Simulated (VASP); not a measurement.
Wanted: the native input for a VASP 6.6.1 run.

```yaml
Task: single point
Functional: PBE
Potentials_or_basis: VASP PAW PBE potentials, release 64 (Sc_sv, Al, As)
Cutoff: 520 eV
k_mesh: 8 × 8 × 8
Occupations: gaussian, width 0.1 eV
Spin: no spin polarisation
Dipole_correction: no
Further_INCAR_settings: ALGO = Fast; EDIFF = 1e-07; NBANDS = 35
```

The structure of Sc4AlAs lies in POSCAR:

```
Sc4AlAs
1.0
    0.0000000000      4.0518196393      4.0518196393
    4.0518196393      0.0000000000      4.0518196393
    4.0518196393      4.0518196393      0.0000000000
Sc Al As
4 1 1
Direct
    0.6243341325      0.6243341325      0.1269976025
    0.6243341325      0.1269976025      0.6243341325
    0.1269976025      0.6243341325      0.6243341325
    0.6243341325      0.6243341325      0.6243341325
    0.2500000000      0.2500000000      0.2500000000
    0.0000000000      0.0000000000      0.0000000000
```

One way to write it, as run:

INCAR

```
SYSTEM = Sc4AlAs
ALGO = Fast
EDIFF = 1E-7
ENCUT = 520
GGA = PE
ISIF = 2
ISMEAR = 0
LASPH = .True.
LCHARG = .False.
LREAL = .False.
LWAVE = .False.
NBANDS = 35
NELM = 80
PREC = Accurate
SIGMA = 0.1
```

KPOINTS

```
k-points
0
Gamma
  8 8 8
  0 0 0
```

Potentials or basis: VASP PAW PBE potentials, release 64 (Sc_sv, Al, As).

The run is started by

```console
$ cat potpaw_PBE.64/Sc_sv/POTCAR potpaw_PBE.64/Al/POTCAR potpaw_PBE.64/As/POTCAR > POTCAR
$ mpirun -np 1 vasp_std > vasp.out
```

It gave:

| Property | Result |
| --- | --- |
| Pressure | 0.0 GPa |
| Band gap on the k mesh | zero (band 26 reaches 4.77 eV, above the bottom of band 27 at 4.21 eV) |

It took 12 min on 1 thread of Oxide Virtual Turin-like Processor, with other jobs on the host, peak memory 0.35 GiB.
